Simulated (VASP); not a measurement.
Here is a VASP 6.6.1 calculation.

POSCAR

```
Dy
1.0
    3.5902995600      0.0000000000      0.0000000000
   -1.7951497800      3.1092906300      0.0000000000
    0.0000000000      0.0000000000      5.6475000000
Dy
2
Direct
    0.3333333300      0.6666666700      0.2500000000
    0.6666666700      0.3333333300      0.7500000000
```

Contents of INCAR.step1:

```
  PREC = Accurate
  ENCUT = 520
  ISMEAR = -1
  SIGMA = 0.1
  LREAL = F
  LASPH = T
  NELM = 150
  ISPIN = 2
  MAGMOM = 0.5 0.5
  LMAXMIX = 6
  LDAU = T
  LDAUTYPE = 2
  LDAUL = 3
  LDAUU = 2
  LDAUJ = 0
  NBANDS = 31
  GGA = PE
  ALGO = Normal
  EDIFF = 1E-4
  LWAVE = T
  LCHARG = F
```

The input INCAR.step2:

```
  PREC = Accurate
  ENCUT = 520
  EDIFF = 1E-7
  ISMEAR = -1
  SIGMA = 0.1
  LREAL = F
  LASPH = T
  NELM = 150
  ALGO = Normal
  ISIF = 2
  LWAVE = F
  LCHARG = T
  ISPIN = 2
  MAGMOM = 0.5 0.5
  LORBIT = 11
  LMAXMIX = 6
  LDAU = T
  LDAUTYPE = 2
  LDAUL = 3
  LDAUU = 2
  LDAUJ = 0
  LDAUPRINT = 1
  METAGGA = R2SCAN
  LMIXTAU = T
  LELF = T
  LVHAR = T
  NBANDS = 31
  ISTART = 1
```

KPOINTS

```
regular mesh
0
Gamma
  8 8 5
```

Potentials or basis: VASP PAW PBE potentials, release 64 (Dy).

Command:

```bash
$ cat potpaw_PBE.64/Dy/POTCAR > POTCAR
$ cp INCAR.step1 INCAR
$ mpirun -np 1 vasp_std > vasp.out
$ cp INCAR.step2 INCAR
$ mpirun -np 1 vasp_std > vasp.out
```

**Question.** Predict the net moment.

**Answer.** 11.42 μB per cell.

**Question.** Estimate the site moments.

**Answer.** Dy +5.14 μB.

**Question.** What does it give for the pressure?

**Answer.** 1.6 GPa.

Eigenvalues of the final occupation matrices:
```tsv
site	spin	trace	eigenvalues
site 1 f	1	6.97	0.99 1.00 1.00 1.00 1.00 1.00 1.00
site 1 f	2	2.05	0.00 0.00 0.00 0.04 0.04 0.99 0.99
site 2 f	1	6.97	0.99 1.00 1.00 1.00 1.00 1.00 1.00
site 2 f	2	2.05	0.00 0.00 0.00 0.04 0.04 0.99 0.99
```

Caveat: the magnetic or orbital state may not be the lowest; the PAW data sets were made with another functional, which shifts forces and pressure a little; spin-orbit coupling is left out, which moves the levels of the heavy elements. The state reached can hang on the start; a lower one may exist.
